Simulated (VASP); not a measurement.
# CsCl (Pm-3m) in VASP: notebook, part 3 of 3

VASP 6.6.1. Earlier steps stand in the parts before.

## 5. Vibrations by perturbation theory, LDA

This run uses another cell than the first one, of 24.29 Å³/atom, 0.874 times its volume.

INCAR reads:

```
ALGO     = Normal         # electronic algorithm
EDIFF    = 1E-8           # SCF threshold, eV
ENCUT    = 500            # plane-wave cutoff, eV
GGA_COMPAT= False        
IBRION   = 8              # ionic algorithm
ISIF     = 2              # what is computed and relaxed
ISMEAR   = 0              # smearing method
LASPH    = True           # aspherical terms in the spheres
LCHARG   = False          # write CHGCAR
LEPSILON = True           # dielectric tensor by DFPT
LREAL    = False          # projectors in reciprocal space
LWAVE    = False          # write WAVECAR
NELM     = 120            # most SCF steps
NSW      = 1              # ionic steps
PREC     = Accurate       # precision mode
SIGMA    = 0.01           # smearing width, eV
```

KPOINTS reads:

```
k-points
0
Gamma
  6 6 6
```

POSCAR reads:

```
CsCl
1.0
    3.6486823727      0.0000000000      0.0000000000
    0.0000000000      3.6486823727      0.0000000000
    0.0000000000      0.0000000000      3.6486823727
Cs Cl
1 1
Direct
    0.0000000000      0.0000000000      0.0000000000
    0.5000000000      0.5000000000      0.5000000000
```

Potentials or basis: VASP PAW LDA potentials, release 64 (Cs_sv, Cl).

On the command line:

```
$ cat potpaw_LDA.64/Cs_sv/POTCAR potpaw_LDA.64/Cl/POTCAR > POTCAR
$ mpirun -np 1 vasp_std > vasp.out
```

OUTCAR:

```text
EDIFF = 1E-8
   ENCUT = 500
   IBRION = 8
   ISIF = 2
   ISMEAR = 0
   LASPH = True
   LEPSILON = True
   LREAL = False
   NELM = 120
   NSW = 1
   PREC = Accurate

 ion  position               nearest neighbor table
   1  0.000  0.000  0.000-
   2  0.500  0.500  0.500-

  LATTYP: Found a simple cubic cell.
 ALAT       =     3.6486823727

  Lattice vectors:

 A1 = (   3.6486823727,   0.0000000000,   0.0000000000)
 A2 = (   0.0000000000,   3.6486823727,   0.0000000000)
 A3 = (   0.0000000000,   0.0000000000,   3.6486823727)

Analysis of symmetry for initial positions (statically):
=====================================================================
 Subroutine PRICEL returns:
 Original cell was already a primitive cell.

 Routine SETGRP: Setting up the symmetry group for a
 simple cubic supercell.

 Subroutine GETGRP returns: Found 48 space group operations
 (whereof 48 operations were pure point group operations)
 out of a pool of 48 trial point group operations.

The static configuration has the point symmetry O_h .

Analysis of symmetry for dynamics (positions and initial velocities):
=====================================================================
 Subroutine PRICEL returns:
 Original cell was already a primitive cell.

 Routine SETGRP: Setting up the symmetry group for a
 simple cubic supercell.

 Subroutine GETGRP returns: Found 48 space group operations
 (whereof 48 operations were pure point group operations)
 out of a pool of 48 trial point group operations.

The dynamic configuration has the point symmetry O_h .

 Subroutine INISYM returns: Found 48 space group operations
 (whereof 48 operations are pure point group operations),
 and found     1 'primitive' translations

----------------------------------------------------------------------------------------

                                     Primitive cell

  volume of cell :      48.5745

  direct lattice vectors                    reciprocal lattice vectors
     3.648682373  0.000000000  0.000000000     0.274071541  0.000000000  0.000000000
     0.000000000  3.648682373  0.000000000     0.000000000  0.274071541  0.000000000
     0.000000000  0.000000000  3.648682373     0.000000000  0.000000000  0.274071541

  length of vectors
     3.648682373  3.648682373  3.648682373     0.274071541  0.274071541  0.274071541

  position of ions in fractional coordinates (direct lattice)
     0.000000000  0.000000000  0.000000000
     0.500000000  0.500000000  0.500000000

  ion indices of the primitive-cell ions
   primitive index   ion index
[... 480 lines left out ...]
 -----------------------------------------------------------------------------
    -0.00006  0.00000  0.00000
     0.00000 -0.00006  0.00000
    -0.00000  0.00000 -0.00123

--------------------------------------- Ionic step        4  -------------------------------------------

------------------------ aborting loop because EDIFF is reached ----------------------------------------

[... ionic steps 5 to 6 ...]

--------------------------------------- Ionic step        7  -------------------------------------------

 Free energy of the ion-electron system (eV)
  ---------------------------------------------------
  ---------------------------------------------------
  free energy    TOTEN  =        -0.19251642 eV

  energy without entropy =       -0.19251642

------------------------ aborting loop because EDIFF is reached ----------------------------------------

 INTERNAL STRAIN TENSOR  FOR ION    2  DIRECTION 1   (eV/Angst):
 -----------------------------------------------------------------------------
     0.02308  0.00000  0.00000
     0.00000  0.00108 -0.00000
    -0.00000 -0.00000  0.00108

 MACROSCOPIC STATIC DIELECTRIC TENSOR (including local field effects in DFT)
 ------------------------------------------------------
           3.843089    -0.000000     0.000000
          -0.000000     3.843089     0.000000
          -0.000000    -0.000000     3.843089
 ------------------------------------------------------

 PIEZOELECTRIC TENSOR (including local field effects)  for field in x, y, z        (e  Angst)
          XX          YY          ZZ          XY          YZ          ZX
  --------------------------------------------------------------------------------
  x     0.00000     0.00000     0.00000     0.00000     0.00000     0.00000
  y     0.00000     0.00000     0.00000     0.00000     0.00000     0.00000
  z     0.00000     0.00000     0.00000     0.00000     0.00000     0.00000

 PIEZOELECTRIC TENSOR (including local field effects)  for field in x, y, z        (C/m^2)
          XX          YY          ZZ          XY          YZ          ZX
  --------------------------------------------------------------------------------
  x     0.00000     0.00000     0.00000     0.00000     0.00000     0.00000
  y     0.00000     0.00000     0.00000     0.00000     0.00000     0.00000
  z     0.00000     0.00000     0.00000     0.00000     0.00000     0.00000

 BORN EFFECTIVE CHARGES (including local field effects) (in |e|, cummulative output)
 ---------------------------------------------------------------------------------
 ion    1
    1     1.42432     0.00000    -0.00000
    2     0.00000     1.42432     0.00000
    3     0.00000    -0.00000     1.42432
 ion    2
    1    -1.42432    -0.00000     0.00000
    2    -0.00000    -1.42432    -0.00000
    3    -0.00000     0.00000    -1.42432

 INTERNAL STRAIN TENSOR FOR ION    2 for displacements in x,y,z  (eV/Angst):
          X           Y           Z          XY          YZ          ZX
  --------------------------------------------------------------------------------
  x     0.00000     0.00000     0.00000     0.00000     0.00000     0.00000
  y     0.00000     0.00000     0.00000     0.00000     0.00000     0.00000
  z     0.00000     0.00000     0.00000     0.00000     0.00000     0.00000

 SECOND DERIVATIVES (NOT SYMMETRIZED)
 ------------------------------------
               1X          1Y          1Z          2X          2Y          2Z
  1X    -4.101963    0.000000    0.000000    4.101963    0.000000    0.000000
  1Y     0.000000   -4.101963    0.000000    0.000000    4.101963    0.000000
  1Z     0.000000    0.000000   -4.101963    0.000000    0.000000    4.101963
  2X     4.095955   -0.000000   -0.000000   -4.095955    0.000000    0.000000
  2Y    -0.000000    4.095955   -0.000000    0.000000   -4.095955    0.000000
  2Z    -0.000000   -0.000000    4.095955    0.000000    0.000000   -4.095955

 Eigenvectors and eigenvalues of the dynamical matrix
 ----------------------------------------------------

   1 f  =    5.981593 THz    37.583456 2PiTHz  199.524457 cm-1    24.737869 meV
             X         Y         Z           dx          dy          dz
      0.000000  0.000000  0.000000    -0.000000    0.027787    0.458322
      1.824341  1.824341  1.824341    -0.000000   -0.053761   -0.886724
[... 21 lines left out ...]
   6 f/i=    0.001788 THz     0.011235 2PiTHz    0.059645 cm-1     0.007395 meV
             X         Y         Z           dx          dy          dz
      0.000000  0.000000  0.000000     0.169420   -0.853289    0.179900
      1.824341  1.824341  1.824341     0.087568   -0.441040    0.092985

--------------------------------------------------------------------------------------------------------

 MACROSCOPIC STATIC DIELECTRIC TENSOR IONIC CONTRIBUTION
 ------------------------------------------------------
           1.843735     0.000000    -0.000000
           0.000000     1.843735     0.000000
          -0.000000     0.000000     1.843735
 ------------------------------------------------------

 ELASTIC MODULI CONTR FROM IONIC RELAXATION (kBar)
 Direction    XX          YY          ZZ          XY          YZ          ZX
 --------------------------------------------------------------------------------
 XX           0.0000      0.0000      0.0000      0.0000      0.0000      0.0000
 YY           0.0000      0.0000      0.0000      0.0000      0.0000      0.0000
 ZZ           0.0000      0.0000      0.0000      0.0000      0.0000      0.0000
 XY           0.0000      0.0000      0.0000      0.0000      0.0000      0.0000
 YZ           0.0000      0.0000      0.0000      0.0000      0.0000      0.0000
 ZX           0.0000      0.0000      0.0000      0.0000      0.0000      0.0000
 --------------------------------------------------------------------------------

 PIEZOELECTRIC TENSOR IONIC CONTR  for field in x, y, z        (C/m^2)
          XX          YY          ZZ          XY          YZ          ZX
  --------------------------------------------------------------------------------
  x     0.00000     0.00000     0.00000     0.00000     0.00000     0.00000
  y     0.00000     0.00000     0.00000     0.00000     0.00000     0.00000
  z     0.00000     0.00000     0.00000     0.00000     0.00000     0.00000
```

Run time: 77 s. Hardware: 1 thread of Intel Xeon 6975P-C (Granite Rapids), shared host; peak memory 0.19 GiB.

Results:

| Quantity | Value |
| --- | --- |
| Electronic dielectric tensor (diagonal) | 3.84 |
| Born charges (mean of the diagonal) | Cs +1.42; Cl -1.42 e |
| Highest phonon frequency at Γ, LO-TO splitting left out | 200 cm⁻¹ |

Phonon frequencies in cm⁻¹ (negative: imaginary):
```tsv
q point	frequencies
(0.000, 0.000, 0.000)	0 0 0 200 200 200
```

Electronic dielectric tensor:
```
3.84 0.00 0.00
0.00 3.84 0.00
0.00 0.00 3.84
```

Born effective charge tensors (e):
atom 1, Cs
```
1.42 0.00 0.00
0.00 1.42 0.00
0.00 0.00 1.42
```
atom 2, Cl
```
-1.42  0.00  0.00
 0.00 -1.42  0.00
 0.00  0.00 -1.42
```

Caveat: the cell wasn't relaxed at this level first, which shifts response properties; spin-orbit coupling is left out, which moves the levels of the heavy elements.

## 6. Vibrations by perturbation theory, LDA

This run uses another cell than the first one, of 19.32 Å³/atom, 0.695 times its volume.

INCAR reads:

```
PREC = Accurate
ENCUT = 500
EDIFF = 1E-8
ISMEAR = 0
SIGMA = 0.01
LREAL = False
LASPH = True
NELM = 120
ALGO = Normal
ISIF = 2
LWAVE = False
LCHARG = True
GGA = CA
IBRION = 8
NSW = 1
LEPSILON = True
GGA_COMPAT = False
```

KPOINTS reads:

```
regular mesh
0
Gamma
  8 8 8
```

POSCAR reads:

```
CsCl
1.0
    3.3808162033      0.0000000000      0.0000000000
    0.0000000000      3.3808162033      0.0000000000
    0.0000000000      0.0000000000      3.3808162033
Cs Cl
1 1
Direct
    0.0000000000      0.0000000000      0.0000000000
    0.5000000000      0.5000000000      0.5000000000
```

Potentials or basis: VASP PAW LDA potentials, release 64 (Cs_sv, Cl).

On the command line:

```
$ cat potpaw_LDA.64/Cs_sv/POTCAR potpaw_LDA.64/Cl/POTCAR > POTCAR
$ mpirun -np 1 vasp_std > vasp.out
```

OUTCAR:

```text
PREC = Accurate
   ENCUT = 500
   EDIFF = 1E-8
   ISMEAR = 0
   LREAL = False
   LASPH = True
   NELM = 120
   ISIF = 2
   GGA = CA
   IBRION = 8
   NSW = 1
   LEPSILON = True

 ion  position               nearest neighbor table
   1  0.000  0.000  0.000-
   2  0.500  0.500  0.500-

  LATTYP: Found a simple cubic cell.
 ALAT       =     3.3808162033

  Lattice vectors:

 A1 = (   3.3808162033,   0.0000000000,   0.0000000000)
[... 684 lines left out ...]
      0.000000  0.000000  0.000000     0.458744   -0.000000    0.000000
      1.690408  1.690408  1.690408    -0.888568    0.000000    0.000000
[... 21 lines left out ...]
   6 f/i=    0.001506 THz     0.009463 2PiTHz    0.050239 cm-1     0.006229 meV
             X         Y         Z           dx          dy          dz
      0.000000  0.000000  0.000000    -0.000000   -0.000000    0.888568
      1.690408  1.690408  1.690408     0.000000    0.000000    0.458744

--------------------------------------------------------------------------------------------------------

 MACROSCOPIC STATIC DIELECTRIC TENSOR IONIC CONTRIBUTION
 ------------------------------------------------------
           1.249924    -0.000000    -0.000000
          -0.000000     1.249924    -0.000000
          -0.000000    -0.000000     1.249924
 ------------------------------------------------------

 ELASTIC MODULI CONTR FROM IONIC RELAXATION (kBar)
 Direction    XX          YY          ZZ          XY          YZ          ZX
 --------------------------------------------------------------------------------
 XX           0.0000      0.0000      0.0000      0.0000      0.0000      0.0000
 YY           0.0000      0.0000      0.0000      0.0000      0.0000      0.0000
 ZZ           0.0000      0.0000      0.0000      0.0000      0.0000      0.0000
 XY           0.0000      0.0000      0.0000      0.0000      0.0000      0.0000
 YZ           0.0000      0.0000      0.0000      0.0000      0.0000      0.0000
 ZX           0.0000      0.0000      0.0000      0.0000      0.0000      0.0000
 --------------------------------------------------------------------------------

 PIEZOELECTRIC TENSOR IONIC CONTR  for field in x, y, z        (C/m^2)
          XX          YY          ZZ          XY          YZ          ZX
  --------------------------------------------------------------------------------
  x     0.00000     0.00000     0.00000     0.00000     0.00000     0.00000
  y     0.00000     0.00000     0.00000     0.00000     0.00000     0.00000
  z     0.00000     0.00000     0.00000     0.00000     0.00000     0.00000
```

Run time: 1.9 min. Hardware: 1 thread of Intel Xeon 6975P-C (Granite Rapids), shared host; peak memory 0.22 GiB.

What came out:

| Quantity | Value |
| --- | --- |
| Electronic dielectric tensor (diagonal) | 4.81 |
| Born charges (mean of the diagonal) | Cs +1.52; Cl -1.52 e |
| Highest phonon frequency at Γ, LO-TO splitting left out | 291 cm⁻¹ |

Phonon frequencies in cm⁻¹ (negative: imaginary):
```tsv
q point	frequencies
(0.000, 0.000, 0.000)	0 0 0 291 291 291
```

Electronic dielectric tensor:
```
4.81 0.00 0.00
0.00 4.81 0.00
0.00 0.00 4.81
```

Born effective charge tensors (e):
atom 1, Cs
```
1.52 0.00 0.00
0.00 1.52 0.00
0.00 0.00 1.52
```
atom 2, Cl
```
-1.52  0.00  0.00
 0.00 -1.52  0.00
 0.00  0.00 -1.52
```

Caveat: the cell wasn't relaxed at this level first, which shifts response properties; spin-orbit coupling is left out, which moves the levels of the heavy elements.
